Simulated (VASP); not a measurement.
Na3HSe:

```
Na H Se
1.0
     4.55029    0.00000    0.00000
     0.00000    4.55029    0.00000
     0.00000    0.00000    4.55029
Na H Se
3 1 1
Direct
  0.00000 0.50000 0.50000
  0.50000 0.00000 0.50000
  0.50000 0.50000 0.00000
  0.50000 0.50000 0.50000
  0.00000 0.00000 0.00000
```

| Quantity | Value |
| --- | --- |
| Program | VASP 6.6.1 |
| Task | relaxation of cell and atoms |
| Functional | r2SCAN |
| Potentials or basis | VASP PAW PBE potentials, release 64 (Na_pv, H, Se) |
| Cutoff | 600 eV |
| k mesh | 6 × 6 × 6 |
| Occupations | gaussian, width 0.02 eV |
| Spin | no spin polarisation |

At the start: pressure -1.2 GPa; volume 18.84 Å³/atom.

Task: Where does the relaxation end?

Result: Over 5 steps the energy falls by 3.1 meV/atom and the volume is 18.06 Å³/atom (-4.2 %); space group Pm-3m (No. 221, to 0.05 Å).

Step by step:
```csv
step,energy change (eV),largest force (eV/Å),pressure (GPa),volume (Å³)
1,0.0000,0.0000,-1.15,94.21
2,-0.0107,0.0000,-0.61,92.38
3,-0.0141,0.0000,-0.32,91.39
4,-0.0153,0.0000,0.26,89.44
5,-0.0156,0.0000,0.02,90.30
```

Final structure:
```cif
data_structure
_symmetry_space_group_name_H-M 'P 1'
_symmetry_Int_Tables_number 1
_cell_length_a 4.4863
_cell_length_b 4.4863
_cell_length_c 4.4863
_cell_angle_alpha 90.000
_cell_angle_beta 90.000
_cell_angle_gamma 90.000
_cell_volume 90.30
loop_
_atom_site_label
_atom_site_type_symbol
_atom_site_fract_x
_atom_site_fract_y
_atom_site_fract_z
_atom_site_occupancy
Na1 Na 0.00000 0.50000 0.50000 1
Na2 Na 0.50000 0.00000 0.50000 1
Na3 Na 0.50000 0.50000 0.00000 1
H1 H 0.50000 0.50000 0.50000 1
Se1 Se 0.00000 0.00000 0.00000 1
```

Caveat: the PAW data sets were made with another functional, which shifts forces and pressure a little.
